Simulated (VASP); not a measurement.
The system is Ru.

```
CELL_PARAMETERS angstrom
2.70783 0.00000 0.00000
-1.35391 2.34505 0.00000
0.00000 0.00000 4.26810
ATOMIC_POSITIONS crystal
Ru 0.33333 0.66667 0.25000
Ru 0.66667 0.33333 0.75000
```

```yaml
Program: VASP 6.6.1
Task: relaxation of cell and atoms
Functional: PBE
Potentials_or_basis: VASP PAW PBE potentials, release 64 (Ru_pv)
Cutoff: 600 eV
k_mesh: 16 × 16 × 9
Occupations: methfessel-paxton, width 0.1 eV
Spin: no spin polarisation
```

At the start: pressure 4.9 GPa; volume 13.55 Å³/atom.

Task: Where does the relaxation end?

Result: Over 14 steps the energy falls by 3.1 meV/atom and the volume is 13.76 Å³/atom (+1.5 %); space group P6_3/mmc (No. 194, to 0.05 Å).

Step by step:
```
step  energy change (eV)  largest force (eV/Å)  pressure (GPa)  volume (Å³)
   1              0.0000                0.0000            4.92        27.10
   2              0.0453                0.0000          -12.60        28.77
   3             -0.0062                0.0000           -0.08        27.52
   4             -0.0062                0.0000           -0.03        27.51
   5             -0.0062                0.0000            0.07        27.50
   6             -0.0062                0.0000            0.09        27.51
   7             -0.0062                0.0000            0.09        27.51
   8             -0.0062                0.0000            0.09        27.51
   9             -0.0062                0.0000            0.09        27.50
  10             -0.0062                0.0000            0.09        27.51
  11             -0.0062                0.0000            0.09        27.51
  12             -0.0062                0.0000            0.09        27.51
  13             -0.0062                0.0000           -0.12        27.53
  14             -0.0062                0.0000            0.04        27.51
```

Final structure:
```xyz
2
Lattice="2.7223 0.0000 0.0000 -1.3612 2.3576 0.0000 0.0000 0.0000 4.2864" Properties=species:S:1:pos:R:3 pbc="T T T"
Ru    0.0000    1.5717    1.0716
Ru    1.3612    0.7859    3.2148
```
